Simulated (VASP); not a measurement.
# TeRu4Rh (F-43m) in VASP: notebook

TeRu4Rh is run at these levels: PBE; tasks: single point, relaxation of cell and atoms.

All numbers are computed with VASP 6.6.1; they aren't measurements. Logs are shortened: lines on timing, memory, paths and dates and some standing lists are left out, and cuts for length are marked.

**1. The cell of the first run**

It takes space group F-43m (No. 216, cubic). The conventional cell has a = 7.286 Å, b = 7.286 Å, c = 7.286 Å, α = 90.00°, β = 90.00°, γ = 90.00°. Within 4.0 Å of Te (site symmetry -43m) lie 12 Ru at 3.02 Å and 4 Rh at 3.15 Å. Ru (site symmetry 3m) has 6 Ru at 2.55 to 2.60 Å and 3 Rh at 3.02 Å and 3 Te at 3.02 Å within 3.4 Å. Rh (site symmetry -43m) has 12 Ru at 3.02 Å and 4 Te at 3.15 Å within 4.0 Å.

**2. Single point, PBE**

Input file INCAR:

```
SYSTEM = TeRu4Rh
PREC = Accurate ; ENCUT = 520
EDIFF = 1E-7 ; ISMEAR = 0
SIGMA = 0.1 ; LREAL = .False.
LASPH = .True. ; NELM = 80
ALGO = Fast ; ISIF = 2
LWAVE = .False. ; LCHARG = .False.
GGA = PE ; NBANDS = 48
```

Input file KPOINTS:

```
Automatic mesh
0
Gamma
  10 10 10
  0 0 0
```

Input file POSCAR:

```
TeRu4Rh
1.0
    0.0000000000      3.6430296971      3.6430296971
    3.6430296971      0.0000000000      3.6430296971
    3.6430296971      3.6430296971      0.0000000000
Te Ru Rh
1 4 1
Direct
    0.2500000000      0.2500000000      0.2500000000
    0.1217534585      0.6260821805      0.6260821805
    0.6260821805      0.6260821805      0.6260821805
    0.6260821805      0.1217534585      0.6260821805
    0.6260821805      0.6260821805      0.1217534585
    0.0000000000      0.0000000000      0.0000000000
```

Potentials or basis: VASP PAW PBE potentials, release 64 (Te, Ru_pv, Rh_pv).

Launch:

```
cat potpaw_PBE.64/Te/POTCAR potpaw_PBE.64/Ru_pv/POTCAR potpaw_PBE.64/Rh_pv/POTCAR > POTCAR
mpirun -np 1 vasp_std > vasp.out
```

OUTCAR:

```text
SYSTEM = TeRu4Rh
   PREC = Accurate
   ENCUT = 520
   EDIFF = 1E-7
   ISMEAR = 0
   LREAL = .False.
   LASPH = .True.
   NELM = 80
   ISIF = 2
   GGA = PE

 ion  position               nearest neighbor table
   1  0.250  0.250  0.250-   2 3.02   4 3.02   5 3.02   3 3.02   3 3.02   3 3.02   5 3.02   2 3.02
                             4 3.02   5 3.02   2 3.02   4 3.02   6 3.15   6 3.15   6 3.15   6 3.15
   2  0.122  0.626  0.626-   3 2.55   4 2.55   5 2.55   3 2.60   5 2.60   4 2.60   6 3.02   6 3.02
                             6 3.02   1 3.02   1 3.02   1 3.02
   3  0.626  0.626  0.626-   2 2.55   4 2.55   5 2.55   5 2.60   4 2.60   2 2.60   6 3.02   6 3.02
                             6 3.02   1 3.02   1 3.02   1 3.02
   4  0.626  0.122  0.626-   2 2.55   3 2.55   5 2.55   5 2.60   3 2.60   2 2.60   6 3.02   6 3.02
                             6 3.02   1 3.02   1 3.02   1 3.02
   5  0.626  0.626  0.122-   2 2.55   3 2.55   4 2.55   3 2.60   4 2.60   2 2.60   6 3.02   6 3.02
                             6 3.02   1 3.02   1 3.02   1 3.02
   6  0.000  0.000  0.000-   3 3.02   4 3.02   5 3.02   2 3.02   3 3.02   5 3.02   2 3.02   3 3.02
                             4 3.02   2 3.02   4 3.02   5 3.02   1 3.15   1 3.15   1 3.15   1 3.15

  LATTYP: Found a face centered cubic cell.
 ALAT       =     7.2860593942

  Lattice vectors:

 A1 = (   0.0000000000,   3.6430296971,   3.6430296971)
 A2 = (   3.6430296971,   0.0000000000,   3.6430296971)
 A3 = (   3.6430296971,   3.6430296971,   0.0000000000)

Analysis of symmetry for initial positions (statically):
=====================================================================
 Subroutine PRICEL returns:
 Original cell was already a primitive cell.

 Routine SETGRP: Setting up the symmetry group for a
 face centered cubic supercell.

 Subroutine GETGRP returns: Found 24 space group operations
 (whereof 24 operations were pure point group operations)
 out of a pool of 48 trial point group operations.

The static configuration has the point symmetry T_d .

Analysis of symmetry for dynamics (positions and initial velocities):
=====================================================================
 Subroutine PRICEL returns:
 Original cell was already a primitive cell.

 Routine SETGRP: Setting up the symmetry group for a
 face centered cubic supercell.

 Subroutine GETGRP returns: Found 24 space group operations
 (whereof 24 operations were pure point group operations)
 out of a pool of 48 trial point group operations.

The dynamic configuration has the point symmetry T_d .

 Subroutine INISYM returns: Found 24 space group operations
 (whereof 24 operations are pure point group operations),
 and found     1 'primitive' translations

----------------------------------------------------------------------------------------

                                     Primitive cell

  volume of cell :      96.6981

  direct lattice vectors                    reciprocal lattice vectors
     0.000000000  3.643029697  3.643029697    -0.137248401  0.137248401  0.137248401
     3.643029697  0.000000000  3.643029697     0.137248401 -0.137248401  0.137248401
     3.643029697  3.643029697  0.000000000     0.137248401  0.137248401 -0.137248401

  length of vectors
     5.152022006  5.152022006  5.152022006     0.237721203  0.237721203  0.237721203

  position of ions in fractional coordinates (direct lattice)
     0.250000000  0.250000000  0.250000000
     0.121753459  0.626082180  0.626082180
     0.626082180  0.626082180  0.626082180
     0.626082180  0.121753459  0.626082180
     0.626082180  0.626082180  0.121753459
     0.000000000  0.000000000  0.000000000

  ion indices of the primitive-cell ions
   primitive index   ion index
                 1           1
                 2           2
                 3           3
                 4           4
                 5           5
                 6           6

----------------------------------------------------------------------------------------

 KPOINTS: Automatic mesh

Automatic generation of k-mesh.
 Grid dimensions read from file:
 generate k-points for:   10   10   10

 Generating k-lattice:

  Cartesian coordinates                     Fractional coordinates (reciprocal lattice)
    -0.013724840  0.013724840  0.013724840     0.100000000  0.000000000  0.000000000
     0.013724840 -0.013724840  0.013724840     0.000000000  0.100000000  0.000000000
     0.013724840  0.013724840 -0.013724840     0.000000000  0.000000000  0.100000000

  Length of vectors
     0.023772120  0.023772120  0.023772120

  Shift w.r.t. Gamma in fractional coordinates (k-lattice)
     0.000000000  0.000000000  0.000000000

 Subroutine IBZKPT returns following result:
 ===========================================

 Found     47 irreducible k-points:

 Following reciprocal coordinates:
            Coordinates               Weight
  0.000000  0.000000  0.000000      1.000000
  0.100000  0.000000  0.000000      8.000000
  0.200000  0.000000  0.000000      8.000000
  0.300000  0.000000  0.000000      8.000000
  0.400000  0.000000  0.000000      8.000000
  0.500000  0.000000  0.000000      4.000000
[... 16 lines left out ...]
  0.300000  0.300000  0.000000      6.000000
  0.400000  0.300000  0.000000     24.000000
 [... further k-points ...]
   k-points           NKPTS =     47   k-points in BZ     NKDIM =     47   number of bands    NBANDS=     48
   number of dos      NEDOS =    301   number of ions     NIONS =      6
   total plane-waves  NPLWV =  64000
   dimension x,y,z NGX =    40 NGY =   40 NGZ =   40
   dimension x,y,z NGXF=    80 NGYF=   80 NGZF=   80
   ions per type =               1   4   1
   NGX,Y,Z   is equivalent  to a cutoff of  12.91, 12.91, 12.91 a.u.
   NGXF,Y,Z  is equivalent  to a cutoff of  25.81, 25.81, 25.81 a.u.
 SYSTEM =  TeRu4Rh
   PREC   = accura    normal or accurate (medium, high low for compatibility)
   ISTART =      0    job   : 0-new  1-cont  2-samecut
   ICHARG =      2    charge: 1-file 2-atom 10-const
   ISPIN  =      1    spin polarized calculation?
   LNONCOLLINEAR =      F non collinear calculations
   LSORBIT =      F    spin-orbit coupling
   LASPH  =      T    aspherical Exc in radial PAW
   ENCUT  =  520.0 eV  38.22 Ry    6.18 a.u.   9.58  9.58  9.58*2*pi/ulx,y,z
   NELM   =     80;   NELMIN=  2; NELMDL= -5     # of ELM steps
   EDIFF  = 0.1E-06   stopping-criterion for ELM
   LREAL  =      F    real-space projection
   EDIFFG = 0.1E-05   stopping-criterion for IOM
   NSW    =      0    number of steps for IOM
   IBRION =     -1    ionic relax: 0-MD 1-quasi-New 2-CG
   NFREE  =      0    steps in history (QN), initial steepest desc. (CG)
   ISIF   =      2    stress and relaxation
   ISYM   =      2    0-nonsym 1-usesym 2-fastsym
   POTIM  = 0.5000    time-step for ionic-motion
   TEBEG  =    0.0;   TEEND  =   0.0 temperature during run
   PSTRESS=    0.0 pullay stress
   NELECT =      77.0000    total number of electrons
   NUPDOWN=      -1.0000    fix difference up-down
   EMIN   =  10.00;   EMAX   =-10.00  energy-range for DOS
   EFERMI =   0.00;   METHOD = LEGACY
   ISMEAR =     0;   SIGMA  =   0.10  broadening in eV -4-tet -1-fermi 0-gaus
   EFERMI_NEDOS =   21; number of points for ismear=-14 and -15
   IALGO  =     68    algorithm
   IMIX   =      4    mixing-type and parameters
     AMIX     =   0.40;   BMIX     =  1.00
     AMIX_MAG =   1.60;   BMIX_MAG =  1.00
  volume/ion in A,a.u.               =      16.12       108.76
  Fermi-wavevector in a.u.,A,eV,Ry     =   1.517396  2.867463 31.327300  2.302492
  Thomas-Fermi vector in A             =   2.626657
   LORBIT       =      0    0 simple, 1 ext, 2 COOP (PROOUT), +10 PAW based schemes
   GGA     = PE    functional components
   LHFCALC =     F    Hartree Fock is set to
   AEXX    =    0.0000 exact exchange contribution
   IVDW    =     0    specifies the selected vdW correction
   LEPSILON=     F    determine dielectric tensor
   LRPA    =     F    only Hartree local field effects (RPA)
 non-spin polarized calculation
 RMM-DIIS sequential band-by-band and
 Gauss-broadening in eV      SIGMA  =   0.10
  energy-cutoff  :      520.00
  volume of cell :       96.70
 maximum number of plane-waves:      2653
 NGX is ok and might be reduce to    40
   NGX = 19   NGY = 19   NGZ = 19

 number of electron      77.0000005 magnetization

 Free energy of the ion-electron system (eV)
  ---------------------------------------------------
  ext. energy  EPLUGINS =         0.00000000
  ---------------------------------------------------
  free energy    TOTEN  =       -43.01631071 eV

  energy without entropy =      -42.94502819  energy(sigma->0) =      -42.98066945

 E-fermi :  11.3517     XC(G=0): -12.9652

 val. band max:       11.3501891441   @ k =   0.5000   0.5000   0.0000
 cond. band min:      11.3632953219   @ k =   0.5000   0.2000   0.1000
 fundamental gap:      0.0131061778
 Fermi energy:        11.3516990756

 k-point     1 :       0.0000    0.0000    0.0000
  band No.  band energies     occupation
      1     -34.5737      2.00000
      2     -34.5737      2.00000
      3     -34.5737      2.00000
      4     -32.5236      2.00000
      5     -31.7726      2.00000
      6     -31.7726      2.00000
[... 40 lines left out ...]
     47      15.3130      0.00000
     48      15.3130      0.00000

 k-point     2 :       0.1000    0.0000    0.0000
  band No.  band energies     occupation
      1     -34.5737      2.00000
      2     -34.5737      2.00000
      3     -34.5736      2.00000
      4     -32.5042      2.00000
      5     -31.7698      2.00000
      6     -31.7638      2.00000
[... 40 lines left out ...]
     47      15.1936      0.00000
     48      15.1936      0.00000

 k-point     3 :       0.2000    0.0000    0.0000
  band No.  band energies     occupation
      1     -34.5738      2.00000
      2     -34.5738      2.00000
      3     -34.5733      2.00000
      4     -32.4504      2.00000
      5     -31.7604      2.00000
      6     -31.7408      2.00000
[... 40 lines left out ...]
     47      15.2333      0.00000
     48      15.2333      0.00000

 k-point     4 :       0.3000    0.0000    0.0000
  band No.  band energies     occupation
      1     -34.5739      2.00000
      2     -34.5739      2.00000
      3     -34.5730      2.00000
      4     -32.3773      2.00000
      5     -31.7407      2.00000
      6     -31.7124      2.00000
[... 958 lines left out ...]
     47      15.2048      0.00000
     48      15.3386      0.00000

 k-point    23 :       0.3000    0.3000    0.0000
  band No.  band energies     occupation
      1     -34.5737      2.00000
      2     -34.5737      2.00000
      3     -34.5733      2.00000
      4     -32.3061      2.00000
      5     -31.8330      2.00000
      6     -31.6377      2.00000
[... 40 lines left out ...]
     47      14.4602      0.00000
     48      17.5432      0.00000

 k-point    24 :       0.4000    0.3000    0.0000
  band No.  band energies     occupation
      1     -34.5737      2.00000
      2     -34.5737      2.00000
      3     -34.5731      2.00000
      4     -32.2338      2.00000
      5     -31.8592      2.00000
      6     -31.6002      2.00000
[... 40 lines left out ...]
     47      14.7822      0.00000
     48      17.7099      0.00000

 [... further k-points ...]

------------------------ aborting loop because EDIFF is reached ----------------------------------------

  FORCE on cell =-STRESS in cart. coord.  units (eV):
  Direction    XX          YY          ZZ          XY          YZ          ZX
  --------------------------------------------------------------------------------------
  -------------------------------------------------------------------------------------
  Total       -0.0164863     -0.0164863     -0.0164863      0.0000000      0.0000000      0.0000000
  in kB       -0.2731595     -0.2731595     -0.2731595      0.0000000      0.0000000      0.0000000
  external PRESSURE =      -0.2731595 kB  Pullay stress =       0.0000000 kB

 VOLUME and BASIS-vectors are now :
 -----------------------------------------------------------------------------
  energy-cutoff  :      520.00
  volume of cell :       96.70
      direct lattice vectors                 reciprocal lattice vectors
     0.000000000  3.643029697  3.643029697    -0.137248401  0.137248401  0.137248401
     3.643029697  0.000000000  3.643029697     0.137248401 -0.137248401  0.137248401
     3.643029697  3.643029697  0.000000000     0.137248401  0.137248401 -0.137248401

 POSITION                                       TOTAL-FORCE (eV/Angst)
 -----------------------------------------------------------------------------------
      1.82151      1.82151      1.82151         0.000000      0.000000     -0.000000
      4.56167      2.72439      2.72439        -0.002137      0.002137      0.002137
      4.56167      4.56167      4.56167        -0.002137     -0.002137     -0.002137
      2.72439      4.56167      2.72439         0.002137     -0.002137      0.002137
      2.72439      2.72439      4.56167         0.002137      0.002137     -0.002137
      0.00000      0.00000      0.00000         0.000000      0.000000     -0.000000
 -----------------------------------------------------------------------------------
    total drift:                                0.000000      0.000000      0.000000

  FREE ENERGIE OF THE ION-ELECTRON SYSTEM (eV)
  ---------------------------------------------------
  free  energy   TOTEN  =       -43.0163107087 eV

  energy  without entropy=      -42.9450281879  energy(sigma->0) =      -42.98066945
```

It took 8.7 min on 1 thread of Oxide Virtual Turin-like, shared host; peak memory 0.34 GiB.

What came out:

```yaml
Free_energy: -43.0163 eV
Pressure: 0.0 GPa
Largest_force: 0.004 eV/Å
Band_gap_on_the_k_mesh: zero (an odd number of electrons rules out a gap without spin polarisation)
```

Forces in eV/Å, atoms in the order of the input:
```
Te   0.000  0.000  0.000
Ru  -0.002  0.002  0.002
Ru  -0.002 -0.002 -0.002
Ru   0.002 -0.002  0.002
Ru   0.002  0.002 -0.002
Rh   0.000  0.000  0.000
```

Caveat: spin-orbit coupling is left out, which moves the levels of the heavy elements.

[end of part 1 of 2]
